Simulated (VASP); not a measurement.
Crystal: In.

```
CELL_PARAMETERS angstrom
0.00000 3.28019 3.28019
3.28019 0.00000 3.28019
3.28019 3.28019 0.00000
ATOMIC_POSITIONS crystal
In 0.12500 0.12500 0.12500
In 0.87500 0.87500 0.87500
```

This isn't the form of In at room conditions, which is tetragonal.

| Quantity | Value |
| --- | --- |
| Program | VASP 6.6.1 |
| Task | relaxation of cell and atoms |
| Functional | PBE |
| Potentials or basis | VASP PAW PBE potentials, release 64 (In_d) |
| Cutoff | 600 eV |
| k mesh | 8 × 8 × 8 |
| Occupations | fermi-dirac, width 0.1 eV |
| Spin | no spin polarisation |

At the start: pressure 2.1 GPa; volume 35.29 Å³/atom.

Q: Where does the relaxation end?

A: Over 3 steps the energy falls by 16.4 meV/atom and the volume is 38.06 Å³/atom (+7.8 %); space group Fd-3m (No. 227, to 0.1 Å) before and after.

Step by step:
| step | energy change (eV) | largest force (eV/Å) | pressure (GPa) | volume (Å³) |
| --- | --- | --- | --- | --- |
| 1 | 0.0000 | 0.0000 | 2.09 | 70.59 |
| 2 | -0.0324 | 0.0000 | 0.21 | 75.40 |
| 3 | -0.0329 | 0.0000 | -0.04 | 76.13 |

Final structure:
```yaml
crystal:
  lattice:
    - [0.00000, 3.36383, 3.36383]
    - [3.36383, 0.00000, 3.36383]
    - [3.36383, 3.36383, 0.00000]
  atoms:
    - { symbol: In, position: [0.12500, 0.12500, 0.12500] }
    - { symbol: In, position: [0.87500, 0.87500, 0.87500] }
```
